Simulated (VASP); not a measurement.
Runs of VASP 6.6.1 on Si. The structure is that of space group Fd-3m (No. 227), or close to it. The cells are those of the table. 

| cell | gap on the mesh (eV) | pressure (GPa) | largest force (eV/Å) |
| --- | --- | --- | --- |
| a = 3.840, b = 3.802 Å, angles 60.3, 60.7, 60.3°, 2 atoms | 0.74 | 0.5 | 0.19 |
| a = 3.840, b = 3.864 Å, angles 59.8, 59.6, 59.8°, 2 atoms | 0.76 | 0.5 | 0.12 |
| a = 3.840, b = 3.869 Å, angles 59.8, 59.5, 59.8°, 2 atoms | 0.75 | 0.5 | 0.15 |
| a = 3.840, b = 3.874 Å, angles 59.7, 59.4, 59.7°, 2 atoms | 0.75 | 0.5 | 0.17 |
| a = 3.840, b = 3.850 Å, angles 59.9, 59.8, 59.9°, 2 atoms | 0.77 | 0.5 | 0.05 |
| a = 3.840, b = 3.845 Å, angles 60.0°, 2 atoms | (a) | 0.5 | 0.02 |
| a = 3.840, b = 3.855 Å, angles 59.9, 59.8, 59.9°, 2 atoms | 0.77 | 0.5 | 0.07 |
| a = 3.840, b = 3.821 Å, angles 60.2, 60.3, 60.2°, 2 atoms | 0.76 | 0.5 | 0.10 |

Alike in all rows: task single point; level r2SCAN; potentials or basis VASP PAW PBE potentials, release 64 (Si); no spin polarisation; k mesh 10 × 10 × 10; cutoff (eV) 520; smearing gaussian 0.05 eV.

**Question.** Fill in the values left out.

**Answer.** (a) 0.78.

Caveats: the PAW data sets were made with another functional, which shifts forces and pressure a little.

A k mesh can miss the band edges.
